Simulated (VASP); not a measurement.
# TaTiTe4 (P-3m1) in VASP: a series of runs

Runs on TaTiTe4. Level: LDA. Tasks: single point.

Everything below comes from runs of VASP 6.6.1. Logs are shortened: lines on timing, memory, paths and dates and some standing lists are left out, and cuts for length are marked.

## (1) The cell of the first run

The structure is trigonal, space group P-3m1 (No. 164). Conventional cell: a = 3.736 Å, b = 3.736 Å, c = 14.133 Å, α = 90.00°, β = 90.00°, γ = 120.00°. Ta (site symmetry -3m) has 6 Te at 2.82 Å and 6 Ta at 3.74 Å within 3.8 Å. Te (site symmetry 3m) has 3 Ta at 2.82 Å and 6 Te at 3.74 Å within 3.8 Å. Within 3.8 Å of Te (site symmetry 3m) lie 3 Ti at 2.77 Å and 6 Te at 3.74 Å. Within 3.8 Å of Ti (site symmetry -3m) lie 6 Te at 2.77 Å and 6 Ti at 3.74 Å.

## (2) Single point, LDA, collinear spin, zero start

Contents of INCAR:

```
SYSTEM = TaTiTe4
  PREC = Accurate
  ENCUT = 520
  EDIFF = 1E-6
  ISMEAR = 0
  SIGMA = 0.05
  LREAL = .False.
  LASPH = .True.
  NELM = 150
  ALGO = Normal
  ISIF = 2
  LWAVE = .False.
  LCHARG = .False.
  ISPIN = 2
  MAGMOM = 0 0 0 0 0 0
  LORBIT = 11
  LMAXMIX = 4
  GGA = CA
  NBANDS = 36
```

Contents of KPOINTS:

```
Automatic mesh
0
Gamma
  6 6 2
  0 0 0
```

Contents of POSCAR:

```
TaTiTe4
1.0
    3.7363064900      0.0000000000      0.0000000000
   -1.8681532400      3.2357363300      0.0000000000
    0.0000000000      0.0000000000     14.1327793500
Ta Te Ti
1 4 1
Direct
    0.0000000000      0.0000000000      0.0000000000
    0.6666666667      0.3333333333      0.8719140000
    0.6666666667      0.3333333333      0.3771010000
    0.3333333333      0.6666666667      0.6228990000
    0.3333333333      0.6666666667      0.1280860000
    0.0000000000      0.0000000000      0.5000000000
```

Potentials or basis: VASP PAW LDA potentials, release 64 (Ta_pv, Te, Ti_sv).

On the command line:

```
$ cat potpaw_LDA.64/Ta_pv/POTCAR potpaw_LDA.64/Te/POTCAR potpaw_LDA.64/Ti_sv/POTCAR > POTCAR
$ mpirun -np 1 vasp_std > vasp.out
```

OUTCAR:

```text
SYSTEM = TaTiTe4
   PREC = Accurate
   ENCUT = 520
   EDIFF = 1E-6
   ISMEAR = 0
   LREAL = .False.
   LASPH = .True.
   NELM = 150
   ISIF = 2
   ISPIN = 2
   LORBIT = 11
   GGA = CA

 ion  position               nearest neighbor table
   1  0.000  0.000  0.000-   5 2.82   2 2.82   5 2.82   2 2.82   2 2.82   5 2.82
   2  0.667  0.333  0.872-   1 2.82   1 2.82   1 2.82
   3  0.667  0.333  0.377-   6 2.77   6 2.77   6 2.77
   4  0.333  0.667  0.623-   6 2.77   6 2.77   6 2.77
   5  0.333  0.667  0.128-   1 2.82   1 2.82   1 2.82
   6  0.000  0.000  0.500-   4 2.77   3 2.77   4 2.77   3 2.77   3 2.77   4 2.77

  LATTYP: Found a hexagonal cell.
 ALAT       =     3.7363064900
 C/A-ratio  =     3.7825535426

  Lattice vectors:

 A1 = (   3.7363064900,   0.0000000000,   0.0000000000)
 A2 = (  -1.8681532400,   3.2357363300,   0.0000000000)
 A3 = (   0.0000000000,   0.0000000000,  14.1327793500)

Analysis of symmetry for initial positions (statically):
=====================================================================
 Subroutine PRICEL returns:
 Original cell was already a primitive cell.

 Routine SETGRP: Setting up the symmetry group for a
 hexagonal supercell.

 Subroutine GETGRP returns: Found 12 space group operations
 (whereof 12 operations were pure point group operations)
 out of a pool of 24 trial point group operations.

The static configuration has the point symmetry D_3d.

Analysis of symmetry for dynamics (positions and initial velocities):
=====================================================================
 Subroutine PRICEL returns:
 Original cell was already a primitive cell.

 Routine SETGRP: Setting up the symmetry group for a
 hexagonal supercell.

 Subroutine GETGRP returns: Found 12 space group operations
 (whereof 12 operations were pure point group operations)
 out of a pool of 24 trial point group operations.

The dynamic configuration has the point symmetry D_3d.

Analysis of structural, dynamic, and magnetic symmetry:
=====================================================================
 Subroutine PRICEL returns:
 Original cell was already a primitive cell.

 Routine SETGRP: Setting up the symmetry group for a
 hexagonal supercell.

 Subroutine GETGRP returns: Found 12 space group operations
 (whereof 12 operations were pure point group operations)
 out of a pool of 24 trial point group operations.

The overall configuration has the point symmetry D_3d.

 Subroutine INISYM returns: Found 12 space group operations
 (whereof 12 operations are pure point group operations),
 and found     1 'primitive' translations

----------------------------------------------------------------------------------------

                                     Primitive cell

  volume of cell :     170.8611

  direct lattice vectors                    reciprocal lattice vectors
     3.736306490  0.000000000  0.000000000     0.267643996  0.154524333  0.000000000
    -1.868153240  3.235736330  0.000000000     0.000000000  0.309048667  0.000000000
     0.000000000  0.000000000 14.132779350     0.000000000  0.000000000  0.070757490

  length of vectors
     3.736306490  3.736306482 14.132779350     0.309048666  0.309048667  0.070757490

  position of ions in fractional coordinates (direct lattice)
     0.000000000  0.000000000  0.000000000
     0.666666667  0.333333333  0.871914000
     0.666666667  0.333333333  0.377101000
     0.333333333  0.666666667  0.622899000
     0.333333333  0.666666667  0.128086000
     0.000000000  0.000000000  0.500000000

  ion indices of the primitive-cell ions
   primitive index   ion index
                 1           1
                 2           2
                 3           3
                 4           4
                 5           5
                 6           6

----------------------------------------------------------------------------------------

[... 34 lines left out ...]
  0.166667  0.000000  0.500000      6.000000
  0.333333  0.000000  0.500000      6.000000
  0.500000  0.000000  0.500000      3.000000
  0.166667  0.166667  0.500000      6.000000
  0.333333  0.166667  0.500000     12.000000
  0.333333  0.333333  0.500000      2.000000
   k-points           NKPTS =     14   k-points in BZ     NKDIM =     14   number of bands    NBANDS=     36
   number of dos      NEDOS =    301   number of ions     NIONS =      6
   total plane-waves  NPLWV =  84672
   dimension x,y,z NGX =    28 NGY =   28 NGZ =  108
   dimension x,y,z NGXF=    56 NGYF=   56 NGZF=  216
   ions per type =               1   4   1
   NGX,Y,Z   is equivalent  to a cutoff of  12.46, 12.46, 12.70 a.u.
   NGXF,Y,Z  is equivalent  to a cutoff of  24.92, 24.92, 25.41 a.u.
 SYSTEM =  TaTiTe4
   PREC   = accura    normal or accurate (medium, high low for compatibility)
   ISTART =      0    job   : 0-new  1-cont  2-samecut
   ICHARG =      2    charge: 1-file 2-atom 10-const
   ISPIN  =      2    spin polarized calculation?
   LNONCOLLINEAR =      F non collinear calculations
   LSORBIT =      F    spin-orbit coupling
   LASPH  =      T    aspherical Exc in radial PAW
   ENCUT  =  520.0 eV  38.22 Ry    6.18 a.u.   6.95  6.95 26.28*2*pi/ulx,y,z
   NELM   =    150;   NELMIN=  2; NELMDL= -5     # of ELM steps
   EDIFF  = 0.1E-05   stopping-criterion for ELM
   LREAL  =      F    real-space projection
   EDIFFG = 0.1E-04   stopping-criterion for IOM
   NSW    =      0    number of steps for IOM
   IBRION =     -1    ionic relax: 0-MD 1-quasi-New 2-CG
   NFREE  =      0    steps in history (QN), initial steepest desc. (CG)
   ISIF   =      2    stress and relaxation
   ISYM   =      2    0-nonsym 1-usesym 2-fastsym
   POTIM  = 0.5000    time-step for ionic-motion
   TEBEG  =    0.0;   TEEND  =   0.0 temperature during run
   PSTRESS=    0.0 pullay stress
   NELECT =      47.0000    total number of electrons
   NUPDOWN=      -1.0000    fix difference up-down
   EMIN   =  10.00;   EMAX   =-10.00  energy-range for DOS
   EFERMI =   0.00;   METHOD = LEGACY
   ISMEAR =     0;   SIGMA  =   0.05  broadening in eV -4-tet -1-fermi 0-gaus
   EFERMI_NEDOS =   21; number of points for ismear=-14 and -15
   IALGO  =     38    algorithm
   IMIX   =      4    mixing-type and parameters
     AMIX     =   0.40;   BMIX     =  1.00
     AMIX_MAG =   1.60;   BMIX_MAG =  1.00
  volume/ion in A,a.u.               =      28.48       192.17
  Fermi-wavevector in a.u.,A,eV,Ry     =   1.064698  2.011987 15.423313  1.133582
  Thomas-Fermi vector in A             =   2.200225
   LORBIT       =     11    0 simple, 1 ext, 2 COOP (PROOUT), +10 PAW based schemes
   GGA     = CA    functional components
   LHFCALC =     F    Hartree Fock is set to
   AEXX    =    0.0000 exact exchange contribution
   IVDW    =     0    specifies the selected vdW correction
   LEPSILON=     F    determine dielectric tensor
   LRPA    =     F    only Hartree local field effects (RPA)
 spin polarized calculation
 Gauss-broadening in eV      SIGMA  =   0.05
  energy-cutoff  :      520.00
  volume of cell :      170.86
 maximum number of plane-waves:      4630
 NGX is ok and might be reduce to    28
   NGX = 13   NGY = 13   NGZ = 53

 number of electron      47.0000002 magnetization       0.0000059

 number of electron      47.0000002 magnetization      -0.0000149

 Free energy of the ion-electron system (eV)
  ---------------------------------------------------
  ext. energy  EPLUGINS =         0.00000000
  ---------------------------------------------------
  free energy    TOTEN  =       -39.47894133 eV

  energy without entropy =      -39.47243711  energy(sigma->0) =      -39.47568922

 E-fermi :   5.9388     XC(G=0):  -9.9010

 val. band max:        5.9087139487   @ k =   0.0000   0.0000   0.5000
 cond. band min:       5.9576451248   @ k =   0.1667   0.1667   0.0000
 fundamental gap:      0.0489311761
 Fermi energy:         5.9388471015

 spin component 1

 k-point     1 :       0.0000    0.0000    0.0000
  band No.  band energies     occupation
      1     -50.7280      1.00000
      2     -29.1822      1.00000
      3     -29.1822      1.00000
      4     -29.0718      1.00000
      5     -27.3644      1.00000
      6     -27.3644      1.00000
[... 521 lines left out ...]
     34       9.7633      0.00000
     35      10.5016      0.00000
 Fermi energy:         5.9388471015

 spin component 2

 k-point     1 :       0.0000    0.0000    0.0000
  band No.  band energies     occupation
      1     -50.7280      1.00000
      2     -29.1822      1.00000
      3     -29.1822      1.00000
      4     -29.0719      1.00000
      5     -27.3644      1.00000
      6     -27.3644      1.00000
[... 521 lines left out ...]
     34       9.7633      0.00000
     35      10.5016      0.00000
 [bands above 35 left out]

------------------------ aborting loop because EDIFF is reached ----------------------------------------

  FORCE on cell =-STRESS in cart. coord.  units (eV):
  Direction    XX          YY          ZZ          XY          YZ          ZX
  --------------------------------------------------------------------------------------
  -------------------------------------------------------------------------------------
  Total       -4.6863725     -4.6863725     -5.0920117     -0.0000000      0.0000000      0.0000000
  in kB      -43.9444662    -43.9444660    -47.7481750     -0.0000001      0.0000000      0.0000000
  external PRESSURE =     -45.2123691 kB  Pullay stress =       0.0000000 kB

 VOLUME and BASIS-vectors are now :
 -----------------------------------------------------------------------------
  energy-cutoff  :      520.00
  volume of cell :      170.86
      direct lattice vectors                 reciprocal lattice vectors
     3.736306490  0.000000000  0.000000000     0.267643996  0.154524333  0.000000000
    -1.868153240  3.235736330  0.000000000     0.000000000  0.309048667  0.000000000
     0.000000000  0.000000000 14.132779350     0.000000000  0.000000000  0.070757490

 POSITION                                       TOTAL-FORCE (eV/Angst)
 -----------------------------------------------------------------------------------
      0.00000      0.00000      0.00000         0.000000      0.000000      0.000000
      1.86815      1.07858     12.32257         0.000000      0.000000      0.444774
      1.86815      1.07858      5.32949        -0.000000      0.000000      0.344725
      0.00000      2.15716      8.80329         0.000000     -0.000000     -0.344725
      0.00000      2.15716      1.81021        -0.000000     -0.000000     -0.444774
      0.00000      0.00000      7.06639         0.000000      0.000000      0.000000
 -----------------------------------------------------------------------------------
    total drift:                                0.000000      0.000000      0.000000

  FREE ENERGIE OF THE ION-ELECTRON SYSTEM (eV)
  ---------------------------------------------------
  free  energy   TOTEN  =       -39.4789413347 eV

  energy  without entropy=      -39.4724371081  energy(sigma->0) =      -39.47568922

 total charge

# of ion       s       p       d       tot
------------------------------------------
    1        0.287   6.128   2.310   8.725
    2        1.391   1.976   0.056   3.423
    3        1.385   2.010   0.037   3.432
    4        1.385   2.010   0.037   3.432
    5        1.391   1.976   0.056   3.423
    6        2.169   6.123   1.893  10.185
--------------------------------------------------
tot          8.008  20.222   4.388  32.618

 magnetization (x)

# of ion       s       p       d       tot
------------------------------------------
    1       -0.000  -0.000  -0.000  -0.000
    2       -0.000   0.000  -0.000   0.000
    3        0.000  -0.000   0.000  -0.000
    4        0.000  -0.000   0.000  -0.000
    5       -0.000   0.000  -0.000   0.000
    6        0.000   0.000   0.000   0.000
--------------------------------------------------
tot         -0.000  -0.000  -0.000  -0.000
```

It took 3.1 min on 1 thread of AMD EPYC 7R13 (Zen 3), shared host; peak memory 0.3 GiB.

Results:

```
Free energy                                           : -39.4789 eV
Pressure                                              : -4.5 GPa
Largest force                                         : 0.445 eV/Å
Net moment                                            : 0.00 μB per cell
Valence electrons inside the program's atomic spheres : Ta 8.72; Te 3.42, 3.43 (each value once); Ti 10.19
```

Forces on the atoms (eV/Å):
```
Ta   0.000  0.000  0.000
Te   0.000  0.000  0.445
Te   0.000  0.000  0.345
Te   0.000  0.000 -0.345
Te   0.000  0.000 -0.445
Ti   0.000  0.000  0.000
```

Levels at points of the mesh, in eV from the Fermi level:
Spin up:
| k point | band 21 | band 22 | band 23 | band 24 | band 25 | band 26 |
| --- | --- | --- | --- | --- | --- | --- |
| (0.00, 0.00, 0.00) | -0.03 | -0.03 | 0.48 | 0.48 | 0.55 | 0.55 |
| (0.50, 0.00, 0.00) | -1.45 | -1.14 | -1.08 | -0.57 | -0.10 | 1.25 |
| (0.00, 0.00, 0.50) | -0.03 | 0.25 | 0.48 | 0.48 | 0.56 | 0.56 |
| (0.50, 0.00, 0.50) | -1.71 | -1.10 | -0.95 | -0.60 | -0.09 | 1.25 |
Spin down:
```
           k point  band 21  band 22  band 23  band 24  band 25  band 26
(0.00, 0.00, 0.00)    -0.03    -0.03     0.48     0.48     0.55     0.55
(0.50, 0.00, 0.00)    -1.45    -1.14    -1.08    -0.57    -0.10     1.25
(0.00, 0.00, 0.50)    -0.03     0.25     0.48     0.48     0.56     0.56
(0.50, 0.00, 0.50)    -1.71    -1.10    -0.95    -0.60    -0.09     1.25
```

Caveat: the cell stands under tension; no moment was typed at the start, so none could form; spin-orbit coupling is left out, which moves the levels of the heavy elements.

## (3) Single point, LDA, collinear spin, zero start

Changes to INCAR since step 2:

```diff
@@ -9,3 +9,3 @@
   NELM = 150
-  ALGO = Normal
+  ALGO = Fast
   ISIF = 2
```

KPOINTS is that of step 2.

POSCAR is that of step 2.

Potentials or basis: VASP PAW LDA potentials, release 64 (Ta_pv, Te, Ti_sv).

On the command line:

```
$ cat potpaw_LDA.64/Ta_pv/POTCAR potpaw_LDA.64/Te/POTCAR potpaw_LDA.64/Ti_sv/POTCAR > POTCAR
$ mpirun -np 1 vasp_std > vasp.out
```

It took 11 min on 1 thread of Oxide Virtual Turin-like, shared host; peak memory 0.3 GiB.

Results (log left out):

- Free energy: -39.4789 eV
- Pressure: -4.5 GPa
- Largest force: 0.445 eV/Å
- Net moment: 0.00 μB per cell
- Valence electrons inside the program's atomic spheres: Ta 8.72; Te 3.42, 3.43 (each value once); Ti 10.18

Forces on the atoms (eV/Å):
```
Ta   0.000  0.000  0.000
Te   0.000  0.000  0.445
Te   0.000  0.000  0.344
Te   0.000  0.000 -0.344
Te   0.000  0.000 -0.445
Ti   0.000  0.000  0.000
```

Stress tensor (GPa, compression positive):
```
-4.42  0.00  0.00
 0.00 -4.42  0.00
 0.00  0.00 -4.80
```

Levels at points of the mesh, in eV from the Fermi level:
Spin up:
```
           k point  band 19  band 20  band 21  band 22  band 23  band 24  band 25  band 26  band 27  band 28
(0.00, 0.00, 0.00)    -0.45    -0.20    -0.03    -0.03     0.48     0.48     0.55     0.55     0.72     1.22
(0.50, 0.00, 0.00)    -2.37    -1.69    -1.45    -1.14    -1.08    -0.57    -0.10     1.25     1.49     1.56
(0.00, 0.00, 0.50)    -1.41    -0.03    -0.03     0.25     0.48     0.48     0.56     0.56     0.69     1.21
(0.50, 0.00, 0.50)    -2.06    -1.90    -1.71    -1.10    -0.95    -0.60    -0.09     1.25     1.49     1.56
```
Spin down:
```
           k point  band 20  band 21  band 22  band 23  band 24  band 25  band 26  band 27
(0.00, 0.00, 0.00)    -0.20    -0.03    -0.03     0.48     0.48     0.55     0.55     0.72
(0.50, 0.00, 0.00)    -1.69    -1.45    -1.14    -1.08    -0.57    -0.10     1.25     1.49
(0.00, 0.00, 0.50)    -0.03    -0.03     0.25     0.48     0.48     0.56     0.56     0.69
(0.50, 0.00, 0.50)    -1.90    -1.71    -1.10    -0.95    -0.60    -0.09     1.25     1.49
```

Caveat: the cell stands under tension; no moment was typed at the start, so none could form; spin-orbit coupling is left out, which moves the levels of the heavy elements.
